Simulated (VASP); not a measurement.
Sn4O7 (a cell with a defect), 11 atoms in the cell. The cell holds a defect, 11 atoms: a = 5.692 Å, b = 5.692 Å, c = 5.692 Å, α = 69.33°, β = 69.33°, γ = 69.33°.  This cell differs from its parent crystal: atoms taken out, atom 11 moved 0.167 of the way to it and -0.333 Å across, host rigid.

- Program: VASP 6.6.1
- Task: single point
- Functional: PBE
- Dispersion: D3(BJ)
- Potentials or basis: VASP PAW PBE potentials, release 64 (Sn_d, O)
- Cutoff: 520 eV
- k mesh: 6 × 6 × 6
- Occupations: gaussian, width 0.05 eV
- Spin: no spin polarisation
- Dipole correction: no
- Charge: 2
- Further INCAR settings: ALGO = Normal; EDIFF = 1e-06; NBANDS = 60; NELECT = 96.0

Potentials or basis: VASP PAW PBE potentials, release 64 (Sn_d, O).

Launch:

```bash
$ cat potpaw_PBE.64/Sn_d/POTCAR potpaw_PBE.64/O/POTCAR > POTCAR
$ mpirun -np 4 vasp_std > vasp.out
```

Hardware: 4 MPI ranks on Intel(R) Xeon(R) Platinum 8259CL CPU @ 2.50GHz (Skylake/Cascade Lake) (shared host).

**Question.** Estimate the wall time of this run.

**Answer.** Run time: 5.2 min on 4 MPI ranks on Intel(R) Xeon(R) Platinum 8259CL CPU @ 2.50GHz (Skylake/Cascade Lake), on a shared host, peak memory 0.77 GiB a rank. Counts: scf iterations 17, k points 112.
